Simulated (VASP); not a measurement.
# Cr in VASP: notebook

Runs on Cr. Level: PBE. Tasks: single point, relaxation of volume and atoms at fixed shape.

Program: VASP 6.6.1. These are calculated values, not measurements. Logs are shortened: lines on timing, memory, paths and dates and some standing lists are left out, and cuts for length are marked.

### 1 The cell of the first run

The structure is tetragonal, space group I4/mmm (No. 139). Conventional cell: a = 2.862 Å, b = 2.862 Å, c = 2.841 Å, α = 90.00°, β = 90.00°, γ = 90.00°. Within 3.3 Å of Cr (site symmetry 4/mmm) lie 14 Cr at 2.47 to 2.86 Å.

### 2 Single point, PBE

Contents of INCAR:

```
SYSTEM = Cr
  PREC = Accurate
  ENCUT = 520
  EDIFF = 1E-6
  ISMEAR = 1
  SIGMA = 0.1
  LREAL = .False.
  LASPH = .True.
  NELM = 100
  ALGO = Fast
  ISIF = 2
  LWAVE = .False.
  LCHARG = .False.
  GGA = PE
  NBANDS = 19
```

Contents of KPOINTS:

```
regular mesh
0
Gamma
  18 18 18
  0 0 0
```

Contents of POSCAR:

```
Cr
1.0
    2.8621518755      0.0000000000      0.0000000000
    0.0000000000      2.8621518755      0.0000000000
    0.0000000000      0.0000000000      2.8407925332
Cr
2
Direct
    0.0000000000      0.0000000000      0.0000000000
    0.5000000000      0.5000000000      0.5000000000
```

Potentials or basis: VASP PAW PBE potentials, release 64 (Cr_pv).

On the command line:

```sh
cat potpaw_PBE.64/Cr_pv/POTCAR > POTCAR
mpirun -np 1 vasp_std > vasp.out
```

OUTCAR:

```text
SYSTEM = Cr
   PREC = Accurate
   ENCUT = 520
   EDIFF = 1E-6
   ISMEAR = 1
   LREAL = .False.
   LASPH = .True.
   NELM = 100
   ISIF = 2
   GGA = PE

 ion  position               nearest neighbor table
   1  0.000  0.000  0.000-   2 2.47   2 2.47   2 2.47   2 2.47   2 2.47   2 2.47   2 2.47   2 2.47

   2  0.500  0.500  0.500-   1 2.47   1 2.47   1 2.47   1 2.47   1 2.47   1 2.47   1 2.47   1 2.47

  LATTYP: Found a simple tetragonal cell.
 ALAT       =     2.8621518755
 C/A-ratio  =     0.9925373135

  Lattice vectors:

 A1 = (   2.8621518755,   0.0000000000,   0.0000000000)
 A2 = (   0.0000000000,   2.8621518755,   0.0000000000)
 A3 = (   0.0000000000,   0.0000000000,   2.8407925332)

Analysis of symmetry for initial positions (statically):
=====================================================================
 Subroutine PRICEL returns following result:

  LATTYP: Found a body centered tetragonal cell.
 ALAT       =     2.8621518755
 C/A-ratio  =     0.9925373135

  Lattice vectors:

 A1 = (  -1.4310759377,  -1.4310759377,  -1.4203962666)
 A2 = (   1.4310759377,   1.4310759377,  -1.4203962666)
 A3 = (   1.4310759377,  -1.4310759377,   1.4203962666)

   2 primitive cells build up your supercell.

 Routine SETGRP: Setting up the symmetry group for a
 simple tetragonal supercell.

 Subroutine GETGRP returns: Found 16 space group operations
 (whereof 16 operations were pure point group operations)
 out of a pool of 16 trial point group operations.

The static configuration has the point symmetry D_4h.

Analysis of symmetry for dynamics (positions and initial velocities):
=====================================================================
 Subroutine PRICEL returns following result:

  LATTYP: Found a body centered tetragonal cell.
 ALAT       =     2.8621518755
 C/A-ratio  =     0.9925373135

  Lattice vectors:

 A1 = (  -1.4310759377,  -1.4310759377,  -1.4203962666)
 A2 = (   1.4310759377,   1.4310759377,  -1.4203962666)
 A3 = (   1.4310759377,  -1.4310759377,   1.4203962666)

   2 primitive cells build up your supercell.

 Routine SETGRP: Setting up the symmetry group for a
 simple tetragonal supercell.

 Subroutine GETGRP returns: Found 16 space group operations
 (whereof 16 operations were pure point group operations)
 out of a pool of 16 trial point group operations.

The dynamic configuration has the point symmetry D_4h.

 Subroutine INISYM returns: Found 16 space group operations
 (whereof 16 operations are pure point group operations),
 and found     2 'primitive' translations

----------------------------------------------------------------------------------------

                                     Primitive cell

  volume of cell :      11.6358

  direct lattice vectors                    reciprocal lattice vectors
    -1.431075938 -1.431075938 -1.420396267     0.000000000 -0.349387469 -0.352014443
     1.431075938  1.431075938 -1.420396267     0.349387469  0.000000000 -0.352014443
     1.431075938 -1.431075938  1.420396267     0.349387469 -0.349387469  0.000000000

  length of vectors
     2.472545699  2.472545699  2.472545699     0.495969527  0.495969527  0.494108497

  position of ions in fractional coordinates (direct lattice)
     0.000000000  0.000000000  0.000000000

  ion indices of the primitive-cell ions
   primitive index   ion index
                 1           1

----------------------------------------------------------------------------------------

 KPOINTS: regular mesh

Automatic generation of k-mesh.
 Grid dimensions read from file:
 generate k-points for:   18   18   18

 Generating k-lattice:

  Cartesian coordinates                     Fractional coordinates (reciprocal lattice)
     0.019410415  0.000000000  0.000000000     0.055555556  0.000000000  0.000000000
     0.000000000  0.019410415  0.000000000     0.000000000  0.055555556  0.000000000
     0.000000000  0.000000000  0.019556358     0.000000000  0.000000000  0.055555556

  Length of vectors
     0.019410415  0.019410415  0.019556358

  Shift w.r.t. Gamma in fractional coordinates (k-lattice)
     0.000000000  0.000000000  0.000000000

 Subroutine IBZKPT returns following result:
 ===========================================

 Found    550 irreducible k-points:

 Following reciprocal coordinates:
            Coordinates               Weight
  0.000000  0.000000  0.000000      1.000000
  0.055556  0.000000  0.000000      4.000000
  0.111111  0.000000  0.000000      4.000000
  0.166667  0.000000  0.000000      4.000000
  0.222222  0.000000  0.000000      4.000000
  0.277778  0.000000  0.000000      4.000000
[... 16 lines left out ...]
  0.277778  0.111111  0.000000      8.000000
  0.333333  0.111111  0.000000      8.000000
 [... further k-points ...]
   k-points           NKPTS =    550   k-points in BZ     NKDIM =    550   number of bands    NBANDS=     19
   number of dos      NEDOS =    301   number of ions     NIONS =      2
   total plane-waves  NPLWV =  13824
   dimension x,y,z NGX =    24 NGY =   24 NGZ =   24
   dimension x,y,z NGXF=    48 NGYF=   48 NGZF=   48
   ions per type =               2
   NGX,Y,Z   is equivalent  to a cutoff of  13.94, 13.94, 14.05 a.u.
   NGXF,Y,Z  is equivalent  to a cutoff of  27.88, 27.88, 28.09 a.u.
 SYSTEM =  Cr
   PREC   = accura    normal or accurate (medium, high low for compatibility)
   ISTART =      0    job   : 0-new  1-cont  2-samecut
   ICHARG =      2    charge: 1-file 2-atom 10-const
   ISPIN  =      1    spin polarized calculation?
   LNONCOLLINEAR =      F non collinear calculations
   LSORBIT =      F    spin-orbit coupling
   LASPH  =      T    aspherical Exc in radial PAW
   ENCUT  =  520.0 eV  38.22 Ry    6.18 a.u.   5.32  5.32  5.28*2*pi/ulx,y,z
   NELM   =    100;   NELMIN=  2; NELMDL= -5     # of ELM steps
   EDIFF  = 0.1E-05   stopping-criterion for ELM
   LREAL  =      F    real-space projection
   EDIFFG = 0.1E-04   stopping-criterion for IOM
   NSW    =      0    number of steps for IOM
   IBRION =     -1    ionic relax: 0-MD 1-quasi-New 2-CG
   NFREE  =      0    steps in history (QN), initial steepest desc. (CG)
   ISIF   =      2    stress and relaxation
   ISYM   =      2    0-nonsym 1-usesym 2-fastsym
   POTIM  = 0.5000    time-step for ionic-motion
   TEBEG  =    0.0;   TEEND  =   0.0 temperature during run
   PSTRESS=    0.0 pullay stress
   NELECT =      24.0000    total number of electrons
   NUPDOWN=      -1.0000    fix difference up-down
   EMIN   =  10.00;   EMAX   =-10.00  energy-range for DOS
   EFERMI =   0.00;   METHOD = LEGACY
   ISMEAR =     1;   SIGMA  =   0.10  broadening in eV -4-tet -1-fermi 0-gaus
   EFERMI_NEDOS =   21; number of points for ismear=-14 and -15
   IALGO  =     68    algorithm
   IMIX   =      4    mixing-type and parameters
     AMIX     =   0.40;   BMIX     =  1.00
     AMIX_MAG =   1.60;   BMIX_MAG =  1.00
  volume/ion in A,a.u.               =      11.64        78.52
  Fermi-wavevector in a.u.,A,eV,Ry     =   1.654006  3.125617 37.221924  2.735734
  Thomas-Fermi vector in A             =   2.742347
   LORBIT       =      0    0 simple, 1 ext, 2 COOP (PROOUT), +10 PAW based schemes
   GGA     = PE    functional components
   LHFCALC =     F    Hartree Fock is set to
   AEXX    =    0.0000 exact exchange contribution
   IVDW    =     0    specifies the selected vdW correction
   LEPSILON=     F    determine dielectric tensor
   LRPA    =     F    only Hartree local field effects (RPA)
 non-spin polarized calculation
 RMM-DIIS sequential band-by-band and
 Methfessel and Paxton  Order N= 1 SIGMA  =   0.10
  energy-cutoff  :      520.00
  volume of cell :       23.27
 maximum number of plane-waves:       647
 NGX is ok and might be reduce to    24
   NGX = 11   NGY = 11   NGZ = 11

 number of electron      23.9999983 magnetization

 Free energy of the ion-electron system (eV)
  ---------------------------------------------------
  ext. energy  EPLUGINS =         0.00000000
  ---------------------------------------------------
  free energy    TOTEN  =       -19.02852674 eV

  energy without entropy =      -19.02877884  energy(sigma->0) =      -19.02861077

 E-fermi :  10.8828     XC(G=0): -13.6314

 val. band max:       10.8811469890   @ k =   0.5000   0.0000   0.3889
 cond. band min:      10.8861799021   @ k =   0.4444   0.1111   0.1111
 fundamental gap:      0.0050329130
 Fermi energy:        10.8827724651

 k-point     1 :       0.0000    0.0000    0.0000
  band No.  band energies     occupation
      1     -32.4896      2.00000
      2     -32.4896      2.00000
      3     -32.4730      2.00000
      4     -31.8705      2.00000
      5     -31.8705      2.00000
      6     -31.8670      2.00000
[... 11 lines left out ...]
     18      21.3189      0.00000
     19      21.5527      0.00000

 k-point     2 :       0.0556    0.0000    0.0000
  band No.  band energies     occupation
      1     -32.4898      2.00000
      2     -32.4846      2.00000
      3     -32.4681      2.00000
      4     -31.8803      2.00000
      5     -31.8749      2.00000
      6     -31.8713      2.00000
[... 11 lines left out ...]
     18      20.9769      0.00000
     19      21.4718      0.00000

 k-point     3 :       0.1111    0.0000    0.0000
  band No.  band energies     occupation
      1     -32.4899      2.00000
      2     -32.4699      2.00000
      3     -32.4537      2.00000
      4     -31.9090      2.00000
      5     -31.8881      2.00000
      6     -31.8841      2.00000
[... 11 lines left out ...]
     18      20.1098      0.00000
     19      21.9052      0.00000

 k-point     4 :       0.1667    0.0000    0.0000
  band No.  band energies     occupation
      1     -32.4885      2.00000
      2     -32.4460      2.00000
      3     -32.4302      2.00000
      4     -31.9542      2.00000
      5     -31.9096      2.00000
      6     -31.9052      2.00000
[... 407 lines left out ...]
     18      17.9560      0.00000
     19      18.1396      0.00000

 k-point    23 :       0.2778    0.1111    0.0000
  band No.  band energies     occupation
      1     -32.5423      2.00000
      2     -32.3463      2.00000
      3     -32.2976      2.00000
      4     -32.1748      2.00000
      5     -31.9798      2.00000
      6     -31.9203      2.00000
[... 11 lines left out ...]
     18      16.9168      0.00000
     19      17.9708      0.00000

 k-point    24 :       0.3333    0.1111    0.0000
  band No.  band energies     occupation
      1     -32.5325      2.00000
      2     -32.3040      2.00000
      3     -32.2489      2.00000
      4     -32.2475      2.00000
      5     -32.0189      2.00000
      6     -31.9551      2.00000
[... 11 lines left out ...]
     18      15.7916      0.00000
     19      17.9692      0.00000

 [... further k-points ...]

------------------------ aborting loop because EDIFF is reached ----------------------------------------

  FORCE on cell =-STRESS in cart. coord.  units (eV):
  Direction    XX          YY          ZZ          XY          YZ          ZX
  --------------------------------------------------------------------------------------
  -------------------------------------------------------------------------------------
  Total       -0.4679959     -0.4679959     -0.0854953      0.0000000     -0.0000000     -0.0000000
  in kB      -32.2201659    -32.2201659     -5.8861011      0.0000000     -0.0000000     -0.0000000
  external PRESSURE =     -23.4421443 kB  Pullay stress =       0.0000000 kB

 VOLUME and BASIS-vectors are now :
 -----------------------------------------------------------------------------
  energy-cutoff  :      520.00
  volume of cell :       23.27
      direct lattice vectors                 reciprocal lattice vectors
     2.862151875  0.000000000  0.000000000     0.349387469  0.000000000  0.000000000
     0.000000000  2.862151875  0.000000000     0.000000000  0.349387469  0.000000000
     0.000000000  0.000000000  2.840792533     0.000000000  0.000000000  0.352014443

 POSITION                                       TOTAL-FORCE (eV/Angst)
 -----------------------------------------------------------------------------------
      0.00000      0.00000      0.00000        -0.000000      0.000000      0.000000
      1.43108      1.43108      1.42040         0.000000     -0.000000     -0.000000
 -----------------------------------------------------------------------------------
    total drift:                                0.000000      0.000000     -0.000000

  FREE ENERGIE OF THE ION-ELECTRON SYSTEM (eV)
  ---------------------------------------------------
  free  energy   TOTEN  =       -19.0285267401 eV

  energy  without entropy=      -19.0287788386  energy(sigma->0) =      -19.02861077
```

It took 80 s on 1 thread of Intel Xeon 6975P-C (Granite Rapids), shared host; peak memory 0.3 GiB.

Results:

| Quantity | Value |
| --- | --- |
| Free energy | -19.0285 eV |
| Pressure | -2.3 GPa |
| Band gap on the k mesh | zero (band 12 reaches 11.99 eV, above the bottom of band 13 at 10.44 eV) |

Caveat: the run has no spin polarisation, though such a crystal can be magnetic. Spin polarisation is off, so any magnetic state and its effect on volume and gap are missing.

### 3 Relaxation of volume and atoms at fixed shape, PBE

This run uses another cell than the first one, of 11.99 Å³/atom, 1.031 times its volume.

Contents of INCAR:

```
SYSTEM = Cr
  ALGO = Normal
  EDIFF = 1E-6
  EDIFFG = -0.01
  ENCUT = 600
  GGA = PE
  IBRION = 2
  ISIF = 8
  ISMEAR = 1
  LASPH = .TRUE.
  LCHARG = .FALSE.
  LREAL = .FALSE.
  LWAVE = .FALSE.
  NELM = 80
  NSW = 80
  PREC = Accurate
  SIGMA = 0.1
```

Contents of KPOINTS:

```
k-points
0
G
  18 18 18
  0 0 0
```

Contents of POSCAR:

```
Cr
1.0
    2.8840000000      0.0000000000      0.0000000000
    0.0000000000      2.8840000000      0.0000000000
    0.0000000000      0.0000000000      2.8840000000
Cr
2
Direct
    0.0000000000      0.0000000000      0.0000000000
    0.5000000000      0.5000000000      0.5000000000
```

Potentials or basis: VASP PAW PBE potentials, release 64 (Cr_pv).

On the command line:

```sh
cat potpaw_PBE.64/Cr_pv/POTCAR > POTCAR
mpirun -np 1 vasp_std > vasp.out
```

It took 80 s on 1 thread of Intel Xeon 6975P-C (Granite Rapids), shared host; peak memory 0.22 GiB.

The run converged. Its results:

```yaml
Free_energy: -19.0314 eV
Relaxed_volume: 11.53 Å³/atom
Relaxed_cell: a = 2.846 Å, b = 2.846 Å, c = 2.846 Å, α = 90.00°, β = 90.00°, γ = 90.00°
Space_group_after_relaxing_to_0.05_Å: Im-3m (No. 229)
Energy_gained_by_relaxing: 14.4 meV/atom
Ionic_steps: 6
Pressure_after_relaxing: 0.1 GPa
Band_gap_on_the_k_mesh: zero (band 12 reaches 12.12 eV, above the bottom of band 13 at 10.59 eV)
```

The path:
```
step  energy change (eV)  largest force (eV/Å)  pressure (GPa)  volume (Å³)
   1              0.0000                0.0000           -9.49        23.99
   2              0.0525                0.0000           19.18        21.60
   3             -0.0289                0.0000           -0.33        23.06
   4             -0.0289                0.0000            0.24        23.04
   5             -0.0288                0.0000           -0.61        23.09
   6             -0.0289                0.0000            0.08        23.05
```

Final structure:
```xyz
2
Lattice="2.8460 0.0000 0.0000 0.0000 2.8460 0.0000 0.0000 0.0000 2.8460" Properties=species:S:1:pos:R:3 pbc="T T T"
Cr    0.0000    0.0000    0.0000
Cr    1.4230    1.4230    1.4230
```

Levels at points of the mesh, in eV from the Fermi level:
```tsv
k point	band 8	band 9	band 10	band 11	band 12	band 13	band 14	band 15	band 16
(0.00, 0.00, 0.00)	-4.34	-4.34	-0.93	-0.93	-0.93	1.13	1.13	2.43	2.43
(0.50, 0.00, 0.00)	-3.98	-1.83	-1.83	-0.42	-0.42	-0.42	-0.42	0.66	0.66
(0.50, 0.50, 0.00)	-4.46	-2.48	-2.48	1.11	1.11	1.13	1.13	1.47	1.47
(0.50, 0.50, 0.50)	-2.35	-2.35	-2.35	-2.35	-2.35	1.53	1.53	1.53	1.53
```

Caveat: the run has no spin polarisation, though such a crystal can be magnetic. Spin polarisation is off, so any magnetic state and its effect on volume and gap are missing.
